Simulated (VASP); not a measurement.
Input of a VASP 6.6.1 run:

Contents of POSCAR:

```
BaO
1.0
    0.0000000000      2.6125000000      2.6125000000
    2.6125000000      0.0000000000      2.6125000000
    2.6125000000      2.6125000000      0.0000000000
Ba O
1 1
Direct
    0.0000000000      0.0000000000      0.0000000000
    0.5000000000      0.5000000000      0.5000000000
```

Contents of INCAR.step1:

```
SYSTEM = BaO
PREC = Accurate
ENCUT = 660
ISMEAR = 0
SIGMA = 0.05
LREAL = .FALSE.
LASPH = .TRUE.
NELM = 120
NBANDS = 15
GGA = PE
ALGO = Normal
EDIFF = 1E-5
LWAVE = .TRUE.
LCHARG = .FALSE.
GGA_COMPAT = .FALSE.
```

INCAR.step2

```
SYSTEM = BaO
PREC = Accurate
ENCUT = 660
EDIFF = 1E-6
ISMEAR = 0
SIGMA = 0.05
LREAL = .FALSE.
LASPH = .TRUE.
NELM = 120
ALGO = Normal
ISIF = 2
LWAVE = .FALSE.
LCHARG = .TRUE.
METAGGA = R2SCAN
LMIXTAU = .TRUE.
LELF = .TRUE.
LVHAR = .TRUE.
NBANDS = 15
ISTART = 1
GGA_COMPAT = .FALSE.
```

Contents of KPOINTS:

```
Automatic mesh
0
G
  8 8 8
  0 0 0
```

Potentials or basis: VASP PAW PBE potentials, release 64 (Ba_sv, O).

Run with:

```console
$ cat potpaw_PBE.64/Ba_sv/POTCAR potpaw_PBE.64/O/POTCAR > POTCAR
$ cp INCAR.step1 INCAR
$ mpirun -np 1 vasp_std > vasp.out
$ cp INCAR.step2 INCAR
$ mpirun -np 1 vasp_std > vasp.out
```

(1) What does it give for the pressure?

(2) Estimate the band gap on the k mesh.

Answers

(1) 23.5 GPa.

(2) 1.51 eV, direct.

Caveat: the cell differs from its parent crystal (strain -0.050 along x and y, -0.050 along z); the PAW data sets were made with another functional, which shifts forces and pressure a little; spin-orbit coupling is left out, which moves the levels of the heavy elements.
